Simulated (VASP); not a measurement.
# Bi2Se3 (R-3m) in VASP: a series of runs, part 2 of 2

VASP 6.6.1. The steps go on from the part before.

## 5. Single point, LDA

This run uses another cell than the first one, of 27.81 Å³/atom.

The input, INCAR:

```
SYSTEM = Bi2Se3
ALGO = Normal
EDIFF = 1E-6
ENCUT = 520
ISIF = 2
ISMEAR = -1
LASPH = .True.
LCHARG = .True.
LELF = .True.
LREAL = .False.
LVHAR = .True.
LWAVE = .False.
NBANDS = 32
NELM = 100
PREC = Accurate
SIGMA = 0.05
```

The input, KPOINTS:

```
k-points
0
Gamma
  8 8 8
  0 0 0
```

The input, POSCAR:

```
Bi2Se3
1.0
    2.0575968965      1.1879541221      9.4812687632
   -2.0575968965      1.1879541221      9.4812687632
    0.0000000000     -2.3759082442      9.4812687632
Bi Se
2 3
Direct
    0.5992000000      0.5992000000      0.5992000000
    0.4008000000      0.4008000000      0.4008000000
    0.7883000000      0.7883000000      0.7883000000
    0.2117000000      0.2117000000      0.2117000000
    0.0000000000      0.0000000000      0.0000000000
```

Potentials or basis: VASP PAW LDA potentials, release 64 (Bi_d, Se).

Run with:

```console
cat potpaw_LDA.64/Bi_d/POTCAR potpaw_LDA.64/Se/POTCAR > POTCAR
mpirun -np 1 vasp_std > vasp.out
```

OUTCAR:

```text
SYSTEM = Bi2Se3
   EDIFF = 1E-6
   ENCUT = 520
   ISIF = 2
   ISMEAR = -1
   LASPH = .True.
   LREAL = .False.
   NELM = 100
   PREC = Accurate

 ion  position               nearest neighbor table
   1  0.599  0.599  0.599-   4 2.83   4 2.83   4 2.83   5 3.05   5 3.05   5 3.05
   2  0.401  0.401  0.401-   3 2.83   3 2.83   3 2.83   5 3.05   5 3.05   5 3.05
   3  0.788  0.788  0.788-   2 2.83   2 2.83   2 2.83
   4  0.212  0.212  0.212-   1 2.83   1 2.83   1 2.83
   5  0.000  0.000  0.000-   1 3.05   1 3.05   2 3.05   2 3.05   1 3.05   2 3.05

  LATTYP: Found a trigonal (rhomboedric) cell.
 ALAT       =     9.7744256785
 COS(alpha) =     0.9113725833

  Lattice vectors:

 A1 = (   2.0575968965,   1.1879541221,   9.4812687632)
 A2 = (  -2.0575968965,   1.1879541221,   9.4812687632)
 A3 = (   0.0000000000,  -2.3759082442,   9.4812687632)

Analysis of symmetry for initial positions (statically):
=====================================================================
 Subroutine PRICEL returns:
 Original cell was already a primitive cell.

 Routine SETGRP: Setting up the symmetry group for a
 trigonal (rhombohedral) supercell.

[... 175 lines left out ...]
 cond. band min:       5.1854475815   @ k =   0.0000   0.0000   0.0000
 fundamental gap:      0.0737105364
 Fermi energy:         5.1518415271

 k-point     1 :       0.0000    0.0000    0.0000
  band No.  band energies     occupation
      1     -17.9834      2.00000
      2     -17.9834      2.00000
      3     -17.9812      2.00000
      4     -17.9812      2.00000
      5     -17.9673      2.00000
      6     -17.9645      2.00000
[... 829 lines left out ...]
     31       9.6326      0.00000
     32      11.2860      0.00000

 [... further k-points ...]

------------------------ aborting loop because EDIFF is reached ----------------------------------------

  FORCE on cell =-STRESS in cart. coord.  units (eV):
  Direction    XX          YY          ZZ          XY          YZ          ZX
  --------------------------------------------------------------------------------------
  -------------------------------------------------------------------------------------
  Total       -0.2792614     -0.2792614     -0.4173471      0.0000000     -0.0000000      0.0000000
  in kB       -3.2176875     -3.2176875     -4.8087287      0.0000000     -0.0000000      0.0000000
  external PRESSURE =      -3.7480346 kB  Pullay stress =       0.0000000 kB

 VOLUME and BASIS-vectors are now :
 -----------------------------------------------------------------------------
  energy-cutoff  :      520.00
  volume of cell :      139.05
      direct lattice vectors                 reciprocal lattice vectors
     2.057596897  1.187954122  9.481268763     0.243001922  0.140297225  0.035157039
    -2.057596897  1.187954122  9.481268763    -0.243001922  0.140297225  0.035157039
     0.000000000 -2.375908244  9.481268763     0.000000000 -0.280594450  0.035157039

 POSITION                                       TOTAL-FORCE (eV/Angst)
 -----------------------------------------------------------------------------------
      0.00000      0.00000     17.04353         0.000000      0.000000      0.197708
      0.00000      0.00000     11.40028         0.000000      0.000000     -0.197708
      0.00000      0.00000     22.42225         0.000000     -0.000000      0.177649
      0.00000      0.00000      6.02155         0.000000      0.000000     -0.177649
      0.00000      0.00000      0.00000         0.000000      0.000000     -0.000000
 -----------------------------------------------------------------------------------
    total drift:                                0.000000      0.000000     -0.000000

  FREE ENERGIE OF THE ION-ELECTRON SYSTEM (eV)
  ---------------------------------------------------
  free  energy   TOTEN  =       -23.4147324779 eV

  energy  without entropy=      -23.4143369656  energy(sigma->0) =      -23.41453472
```

stdout:

```text
POSCAR found type information on POSCAR BiSe
 POSCAR found :  2 types and       5 ions
 scaLAPACK will be used
 LDA part: xc-table for (Slater(with rela. corr.)+CA(PZ))
 , standard interpolation
 POSCAR, INCAR and KPOINTS ok, starting setup
 FFT: planning ... GRIDC
 FFT: planning ... GRID_SOFT
 FFT: planning ... GRID
 WAVECAR not read
 entering main loop
```

Run time: 17 min. Hardware: 1 thread of AMD EPYC 9R45 (Zen 5), shared host; peak memory 0.79 GiB.

Results:

| Quantity | Value |
| --- | --- |
| Free energy | -23.4147 eV |
| Pressure | -0.4 GPa |
| Largest force | 0.198 eV/Å |
| Band gap on the k mesh | 0.07 eV |

Forces on the atoms (eV/Å):
```
Bi   0.000  0.000  0.198
Bi   0.000  0.000 -0.198
Se   0.000  0.000  0.178
Se   0.000  0.000 -0.178
Se   0.000  0.000  0.000
```

Stress tensor (GPa, compression positive):
```
-0.32  0.00  0.00
 0.00 -0.32  0.00
 0.00  0.00 -0.48
```

Levels at points of the mesh, in eV from the valence-band top:
```csv
k point,band 20,band 21,band 22,band 23,band 24,band 25,band 26,band 27,band 28,band 29
"(0.00, 0.00, 0.00)",-1.94,-1.94,-1.26,-1.26,0.00,0.07,1.30,1.30,2.03,2.66
"(0.50, 0.00, 0.00)",-3.14,-3.13,-2.26,-1.29,-0.58,0.71,1.84,2.85,3.13,3.93
"(0.50, 0.50, 0.00)",-2.69,-1.98,-1.97,-1.71,-1.04,1.23,1.86,2.55,2.93,3.48
"(0.50, 0.50, 0.50)",-1.70,-1.62,-1.44,-1.44,-0.50,0.53,1.63,1.63,1.99,2.31
```

Caveat: spin-orbit coupling is left out, which moves the levels of the heavy elements.

## 6. Summary

```csv
level,potentials or basis,cell,smearing,gap on the mesh (eV),pressure (GPa),largest force (eV/Å)
PBE,"VASP PAW PBE potentials, release 64 (Bi_d, Se)","a = 9.840 Å, angles 24.3°, 5 atoms",gaussian 0.014 eV,0.21,2.6,0.17
LDA,"VASP PAW LDA potentials, release 64 (Bi_d, Se)","a = 9.707 Å, angles 24.3°, 5 atoms",fermi-dirac 0.05 eV,0.06,1.1,0.35
BLYP,"VASP PAW PBE potentials, release 64 (Bi_d, Se)","a = 9.774 Å, angles 24.3°, 5 atoms",fermi-dirac 0.05 eV,0.25,8.1,0.51
LDA,"VASP PAW LDA potentials, release 64 (Bi_d, Se)","a = 9.774 Å, angles 24.3°, 5 atoms",fermi-dirac 0.05 eV,0.07,-0.4,0.20
```

Alike in all rows: task single point; no spin polarisation; k mesh 8 × 8 × 8; cutoff (eV) 520.

Caveats: spin-orbit coupling is left out, which moves the levels of the heavy elements; the cell stands under pressure (at least some runs); the PAW data sets were made with another functional, which shifts forces and pressure a little (at least some runs).

Total energies depend on the potentials used, so only differences within one code and one set of settings carry meaning.
